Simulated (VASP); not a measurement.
Here is a VASP 6.6.1 calculation.

POSCAR

```
Ru
1.0
   -1.4957593505      1.4957593505      1.4957593505
    1.4957593505     -1.4957593505      1.4957593505
    1.4957593505      1.4957593505     -1.4957593505
Ru
1
Direct
    0.0000000000      0.0000000000      0.0000000000
```

INCAR.step1

```
SYSTEM = Ru
ALGO     = Normal         ! electronic algorithm
EDIFF    = 1E-4           ! SCF threshold, eV
ENCUT    = 520            ! plane-wave cutoff, eV
GGA      = PE             ! functional
ISMEAR   = -1             ! smearing method
LASPH    = .TRUE.         ! aspherical terms in the spheres
LCHARG   = .FALSE.        ! write CHGCAR
LREAL    = .FALSE.        ! projectors in reciprocal space
LWAVE    = .TRUE.         ! write WAVECAR
NBANDS   = 13             ! bands
NELM     = 80             ! most SCF steps
PREC     = Accurate       ! precision mode
SIGMA    = 0.1            ! smearing width, eV
```

The input INCAR.step2:

```
SYSTEM = Ru
ALGO     = Normal         ! electronic algorithm
EDIFF    = 1E-6           ! SCF threshold, eV
ENCUT    = 520            ! plane-wave cutoff, eV
ISIF     = 2              ! what is computed and relaxed
ISMEAR   = -1             ! smearing method
ISTART   = 1            
LASPH    = .TRUE.         ! aspherical terms in the spheres
LCHARG   = .FALSE.        ! write CHGCAR
LMIXTAU  = .TRUE.       
LREAL    = .FALSE.        ! projectors in reciprocal space
LWAVE    = .FALSE.        ! write WAVECAR
METAGGA  = R2SCAN         ! meta-GGA
NBANDS   = 13             ! bands
NELM     = 80             ! most SCF steps
PREC     = Accurate       ! precision mode
SIGMA    = 0.1            ! smearing width, eV
```

The input KPOINTS:

```
k-points
0
G
  16 16 16
  0 0 0
```

Potentials or basis: VASP PAW PBE potentials, release 64 (Ru_pv).

Run with:

```console
$ cat potpaw_PBE.64/Ru_pv/POTCAR > POTCAR
$ cp INCAR.step1 INCAR
$ mpirun -np 1 vasp_std > vasp.out
$ cp INCAR.step2 INCAR
$ mpirun -np 1 vasp_std > vasp.out
```

(1) What does it give for the band gap on the k mesh?

(2) Predict the pressure.

Results:

(1) zero (bands 7 and 8 overlap by 3.86 eV).

(2) 15.6 GPa.

Caveat: the cell stands under pressure; an empty level that is flat over the whole mesh can mark a ghost state of the potentials, or a narrow d or f band; the PAW data sets were made with another functional, which shifts forces and pressure a little.
